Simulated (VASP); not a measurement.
# Al3Cu2 (P1) in VASP: single point with r2SCAN

Aim: the single point of Al3Cu2 with r2SCAN.

Everything below comes from runs of VASP 6.6.1. Logs are shortened: lines on timing, memory, paths and dates and some standing lists are left out, and cuts for length are marked.

## Step 1: The cell of the first run

The typed cell holds 5 atoms: a = 4.092 Å, b = 4.092 Å, c = 4.993 Å, α = 90.00°, β = 90.00°, γ = 120.00°.

## Step 2: Single point, r2SCAN

POSCAR

```
Al3Cu2
1.0
    4.0919516368      0.0000000000      0.0000000000
   -2.0459758184      3.5437340685      0.0000000000
    0.0000000000      0.0000000000      4.9927787000
Al Cu
3 2
Direct
    0.0000000000      0.0000000000      0.0000000000
    0.0000000000      2.3625000000      1.7471000000
    2.0460000000      1.1812000000      3.2457000000
    0.0000000000      2.3625000000      4.1915000000
    2.0460000000      1.1812000000      0.8013000000
```

INCAR.step1

```
SYSTEM = Al3Cu2
  ALGO = Normal
  EDIFF = 1E-4
  ENCUT = 520
  GGA = PE
  ISMEAR = 0
  LASPH = .True.
  LCHARG = .False.
  LREAL = .False.
  LWAVE = .True.
  NBANDS = 24
  NELM = 60
  PREC = Accurate
  SIGMA = 0.1
```

INCAR.step2

```
SYSTEM = Al3Cu2
  ALGO = Normal
  EDIFF = 1E-6
  ENCUT = 520
  ISIF = 2
  ISMEAR = 0
  ISTART = 1
  LASPH = .True.
  LCHARG = .True.
  LELF = .True.
  LMIXTAU = .True.
  LREAL = .False.
  LVHAR = .True.
  LWAVE = .False.
  METAGGA = R2SCAN
  NBANDS = 24
  NELM = 60
  PREC = Accurate
  SIGMA = 0.1
```

KPOINTS

```
k-points
0
Gamma
  6 6 4
  0 0 0
```

Potentials or basis: VASP PAW PBE potentials, release 64 (Al, Cu).

Started as:

```bash
$ cat potpaw_PBE.64/Al/POTCAR potpaw_PBE.64/Cu/POTCAR > POTCAR
$ cp INCAR.step1 INCAR
$ mpirun -np 1 vasp_std > vasp.out
$ cp INCAR.step2 INCAR
$ mpirun -np 1 vasp_std > vasp.out
```

OUTCAR:

```text
SYSTEM = Al3Cu2
   EDIFF = 1E-6
   ENCUT = 520
   ISIF = 2
   ISMEAR = 0
   ISTART = 1
   LASPH = .True.
   LREAL = .False.
   METAGGA = R2SCAN
   NELM = 60
   PREC = Accurate

 ion  position               nearest neighbor table
   1  0.000  0.000  0.000-   5 1.20   3 1.40   4 1.76   2 1.95   4 2.78   2 2.90
   2  0.000  0.362  0.747-   5 0.89   1 1.95   4 2.22   3 2.63   3 2.64   4 2.77   1 2.90
   3  0.046  0.181  0.246-   4 0.89   1 1.40   5 2.22   2 2.63   2 2.64   5 2.77
   4  0.000  0.362  0.192-   3 0.89   1 1.76   5 2.13   2 2.22   2 2.77   1 2.78
   5  0.046  0.181  0.801-   2 0.89   1 1.20   4 2.13   3 2.22   3 2.77

 -----------------------------------------------------------------------------
|                                                                             |
|           W    W    AA    RRRRR   N    N  II  N    N   GGGG   !!!           |
|           W    W   A  A   R    R  NN   N  II  NN   N  G    G  !!!           |
|           W    W  A    A  R    R  N N  N  II  N N  N  G       !!!           |
|           W WW W  AAAAAA  RRRRR   N  N N  II  N  N N  G  GGG   !            |
|           WW  WW  A    A  R   R   N   NN  II  N   NN  G    G                |
|           W    W  A    A  R    R  N    N  II  N    N   GGGG   !!!           |
|                                                                             |
|     The distance between some ions is very small. Please check the          |
|     nearest-neighbor list in the OUTCAR file.                               |
|     I HOPE YOU KNOW WHAT YOU ARE DOING!                                     |
|                                                                             |
 -----------------------------------------------------------------------------

  LATTYP: Found a hexagonal cell.
 ALAT       =     4.0919516368
 C/A-ratio  =     1.2201460680

  Lattice vectors:

 A1 = (   4.0919516368,   0.0000000000,   0.0000000000)
 A2 = (  -2.0459758184,   3.5437340685,   0.0000000000)
 A3 = (   0.0000000000,   0.0000000000,   4.9927787000)

Analysis of symmetry for initial positions (statically):
=====================================================================
 Subroutine PRICEL returns:
 Original cell was already a primitive cell.

 Routine SETGRP: Setting up the symmetry group for a
 hexagonal supercell.

 Subroutine GETGRP returns: Found  1 space group operations
 (whereof  1 operations were pure point group operations)
 out of a pool of 24 trial point group operations.

The static configuration has the point symmetry C_1 .

Analysis of symmetry for dynamics (positions and initial velocities):
=====================================================================
[... 123 lines left out ...]
   ISYM   =      2    0-nonsym 1-usesym 2-fastsym
   POTIM  = 0.5000    time-step for ionic-motion
   TEBEG  =    0.0;   TEEND  =   0.0 temperature during run
   PSTRESS=    0.0 pullay stress
   NELECT =      31.0000    total number of electrons
   NUPDOWN=      -1.0000    fix difference up-down
   EMIN   =  10.00;   EMAX   =-10.00  energy-range for DOS
   EFERMI =   0.00;   METHOD = LEGACY
   ISMEAR =     0;   SIGMA  =   0.10  broadening in eV -4-tet -1-fermi 0-gaus
   EFERMI_NEDOS =   21; number of points for ismear=-14 and -15
   IALGO  =     38    algorithm
   IMIX   =      4    mixing-type and parameters
     AMIX     =   0.40;   BMIX     =  1.00
     AMIX_MAG =   1.60;   BMIX_MAG =  1.00
  volume/ion in A,a.u.               =      14.48        97.71
  Fermi-wavevector in a.u.,A,eV,Ry     =   1.233912  2.331755 20.715388  1.522538
  Thomas-Fermi vector in A             =   2.368623
   LORBIT       =      0    0 simple, 1 ext, 2 COOP (PROOUT), +10 PAW based schemes
   METAGGA = R2SCAN    functional components
   LHFCALC =     F    Hartree Fock is set to
   AEXX    =    0.0000 exact exchange contribution
   IVDW    =     0    specifies the selected vdW correction
   LEPSILON=     F    determine dielectric tensor
   LRPA    =     F    only Hartree local field effects (RPA)
 non-spin polarized calculation
 Gauss-broadening in eV      SIGMA  =   0.10
  energy-cutoff  :      520.00
  volume of cell :       72.40
 maximum number of plane-waves:      2010
   NGX = 15   NGY = 15   NGZ = 19

 number of electron      31.0000001 magnetization

 Free energy of the ion-electron system (eV)
  ---------------------------------------------------
  ext. energy  EPLUGINS =         0.00000000
  ---------------------------------------------------
  free energy    TOTEN  =        55.99561067 eV

  energy without entropy =       56.00305299  energy(sigma->0) =       55.99933183

 E-fermi :   7.9153     XC(G=0): -10.6844

 val. band max:        7.8979647274   @ k =   0.1667   0.5000   0.2500
 cond. band min:       7.9243795701   @ k =   0.1667   0.0000   0.2500
 fundamental gap:      0.0264148427
 Fermi energy:         7.9153025604

 k-point     1 :       0.0000    0.0000    0.0000
  band No.  band energies     occupation
      1     -15.5156      2.00000
      2     -12.4104      2.00000
      3     -11.4577      2.00000
      4     -10.9630      2.00000
      5      -7.8292      2.00000
      6      -7.2860      2.00000
[... 637 lines left out ...]
     23      14.9578      0.00000
     24      15.8620      0.00000

 [... further k-points ...]

------------------------ aborting loop because EDIFF is reached ----------------------------------------

  FORCE on cell =-STRESS in cart. coord.  units (eV):
  Direction    XX          YY          ZZ          XY          YZ          ZX
  --------------------------------------------------------------------------------------
  -------------------------------------------------------------------------------------
  Total       36.2754761     79.0586623    110.0125923    -51.0101504     -9.2954203     10.7905508
  in kB      802.7674792   1749.5490039   2434.5519601  -1128.8422458   -205.7053956    238.7922696
  external PRESSURE =    1662.2894811 kB  Pullay stress =       0.0000000 kB

 VOLUME and BASIS-vectors are now :
 -----------------------------------------------------------------------------
  energy-cutoff  :      520.00
  volume of cell :       72.40
      direct lattice vectors                 reciprocal lattice vectors
     4.091951637  0.000000000  0.000000000     0.244382165  0.141094109  0.000000000
    -2.045975818  3.543734069  0.000000000     0.000000000  0.282188217  0.000000000
     0.000000000  0.000000000  4.992778700     0.000000000  0.000000000  0.200289270

 POSITION                                       TOTAL-FORCE (eV/Angst)
 -----------------------------------------------------------------------------------
      0.00000      0.00000      0.00000        17.482973    -50.652306     -7.616429
     -0.74167      1.28460      3.73010       -30.408799     36.057395    -19.721559
     -0.18250      0.64212      1.22673        21.159718    -11.312478     52.508344
     -0.74167      1.28460      0.95612       -31.827740     38.870071     -0.670522
     -0.18250      0.64212      4.00071        23.593848    -12.962683    -24.499833
 -----------------------------------------------------------------------------------
    total drift:                               -0.009724      0.004069     -0.003267

  FREE ENERGIE OF THE ION-ELECTRON SYSTEM (eV)
  ---------------------------------------------------
  free  energy   TOTEN  =        55.9956106702 eV

  energy  without entropy=       56.0030529867  energy(sigma->0) =       55.99933183
```

OSZICAR.step1:

```text
N       E                     dE             d eps       ncg     rms          rms(c)
DAV:   1     0.344062054827E+03    0.34406E+03   -0.15339E+04  3720   0.185E+03
DAV:   2     0.115650375415E+03   -0.22841E+03   -0.21896E+03  3712   0.495E+02
DAV:   3     0.748559595471E+02   -0.40794E+02   -0.40437E+02  4680   0.165E+02
DAV:   4     0.713519992668E+02   -0.35040E+01   -0.35018E+01  4768   0.489E+01
DAV:   5     0.711733098689E+02   -0.17869E+00   -0.17868E+00  5512   0.106E+01    0.838E+02
DAV:   6     0.823347135359E+02    0.11161E+02   -0.25936E+01  5424   0.100E+02    0.541E+02
DAV:   7     0.823566892632E+02    0.21976E-01   -0.10222E+01  6088   0.493E+01    0.527E+01
DAV:   8     0.828461772018E+02    0.48949E+00   -0.38886E+00  4936   0.543E+01    0.235E+01
DAV:   9     0.828763375283E+02    0.30160E-01   -0.44041E-01  5072   0.193E+01    0.506E+00
DAV:  10     0.828728975393E+02   -0.34400E-02   -0.97349E-02  5984   0.256E+00    0.293E+00
DAV:  11     0.828733423800E+02    0.44484E-03   -0.94120E-03  5304   0.228E+00    0.372E+00
DAV:  12     0.828736153478E+02    0.27297E-03   -0.25226E-03  5336   0.135E+00    0.645E-01
DAV:  13     0.828736293475E+02    0.14000E-04   -0.22511E-04  3680   0.172E-01
   1 F= 0.82873629E+02 E0= 0.82877292E+02  d E =-.732559E-02
```

Run time: 7.5 min. Hardware: 1 thread of Intel Xeon Platinum 8488C (Sapphire Rapids), shared host; peak memory 0.26 GiB.

What came out:

```yaml
Free_energy: 55.9956 eV
Pressure: 166.2 GPa
Largest_force: 57.731 eV/Å
Band_gap_on_the_k_mesh: zero (an odd number of electrons rules out a gap without spin polarisation)
```

Forces in eV/Å, atoms in the order of the input:
```
Al   17.483 -50.652  -7.616
Al  -30.409  36.057 -19.722
Al   21.160 -11.312  52.508
Cu  -31.828  38.870  -0.671
Cu   23.594 -12.963 -24.500
```

Caveat: atoms lie so close that the PAW spheres overlap strongly, which falsifies energies and pressures; the cell stands under pressure; the PAW data sets were made with another functional, which shifts forces and pressure a little.
